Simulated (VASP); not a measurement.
Input of a VASP 6.6.1 run:

INCAR

```
SYSTEM = N
ALGO = Normal
EDIFF = 1E-6
ENCUT = 910
GGA = CA
GGA_COMPAT = .False.
ISIF = 2
ISMEAR = 0
LASPH = .True.
LCHARG = .False.
LREAL = .False.
LWAVE = .False.
NBANDS = 30
NELM = 120
PREC = Accurate
SIGMA = 0.01
```

The input KPOINTS:

```
k-points
0
Gamma
  6 6 6
  0 0 0
```

Contents of POSCAR:

```
N
1.0
    5.5605176600      0.0000000000      0.0000000000
    0.0000000000      5.5605176600      0.0000000000
    0.0000000000      0.0000000000      5.5605176600
N
8
Direct
    0.0573973300      0.4426026700      0.5573973300
    0.4426026700      0.5573973300      0.0573973300
    0.5573973300      0.0573973300      0.4426026700
    0.9426026700      0.9426026700      0.9426026700
    0.9426026700      0.5573973300      0.4426026700
    0.5573973300      0.4426026700      0.9426026700
    0.4426026700      0.9426026700      0.5573973300
    0.0573973300      0.0573973300      0.0573973300
```

Potentials or basis: VASP PAW LDA potentials, release 64 (N_h).

Command:

```console
$ cat potpaw_LDA.64/N_h/POTCAR > POTCAR
$ mpirun -np 1 vasp_std > vasp.out
```

Task: Estimate the largest force.

Result: 1.422 eV/Å.

Task: What does it give for the band gap on the k mesh?

Result: 7.09 eV (least direct gap 7.12 eV).

Task: Estimate the pressure.

Result: -2.7 GPa.

Forces in eV/Å, atoms in the order of the input:
```
N   -0.821  0.821 -0.821
N    0.821 -0.821 -0.821
N   -0.821 -0.821  0.821
N    0.821  0.821  0.821
N    0.821 -0.821  0.821
N   -0.821  0.821  0.821
N    0.821  0.821 -0.821
N   -0.821 -0.821 -0.821
```

Caveat: forces of over 1 eV/Å act on the atoms, so gaps and moduli don't describe the material at rest. A k mesh can miss the band edges.
